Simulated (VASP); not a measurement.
MnO:

```xyz
2
Lattice="0.0000 2.2239 2.2239 2.2239 0.0000 2.2239 2.2239 2.2239 0.0000" Properties=species:S:1:pos:R:3 pbc="T T T"
Mn    0.0000    0.0000    0.0000
O     2.2239    2.2239    2.2239
```

Base run:

| Quantity | Value |
| --- | --- |
| Program | VASP 6.6.1 |
| Functional | PBEsol |
| Potentials or basis | VASP PAW PBE potentials, release 64 (Mn_pv, O) |
| Cutoff | 520 eV |
| k mesh | 10 × 10 × 10 |
| Occupations | fermi-dirac, width 0.05 eV |
| Spin | collinear spin, ferromagnetic start |
| Starting moments | [4.0, 0.0] μB |

Its results: pressure -6.9 GPa; net moment 4.77 μB per cell; site moments Mn +4.32; O +0.20 μB.

Task: The run is repeated on the same cell with these changes: functional from PBEsol to BLYP. What comes out?

Result: Pressure 3.9 GPa; net moment 4.70 μB per cell; site moments Mn +4.27; O +0.23 μB.

BLYP binds less tightly than PBEsol, so the same cell stands under more pressure.

Caveats: the PAW data sets were made with another functional, which shifts forces and pressure a little; a cell with one magnetic atom can't hold antiferromagnetic order, which such compounds often take.
